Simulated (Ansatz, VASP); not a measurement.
# MgO in VASP and in Ansatz

```
Mg O
1.0
     3.42728    0.00000    0.00000
    -1.71364    2.96811    0.00000
     0.00000    0.00000    4.10721
Mg O
2 2
Direct
  0.66667 0.33333 0.75000
  0.33333 0.66667 0.25000
  0.66667 0.33333 0.25000
  0.33333 0.66667 0.75000
```

Alike in both runs: task single point; functional r2SCAN; k mesh 6 × 6 × 6; no spin polarisation.

```csv
,VASP,Ansatz
version,VASP 6.6.1,Ansatz 0.2.0
potentials or method,"VASP PAW PBE potentials, release 64 (Mg_sv, O), cutoff 750 eV","plane waves, PAW"
occupations,"gaussian, width 0.01 eV",fixed
valence electrons in the cell,32,32
```

VASP gave:

- pressure (GPa): 7.8
- traceless stress, the component that is largest in VASP (GPa): 0.69

Q: What did Ansatz give for the same quantities?

A: Pressure (GPa): 8.0; traceless stress, the component that is largest in VASP (GPa): 0.75.

VASP's potentials were made for PBE, not for r2SCAN.
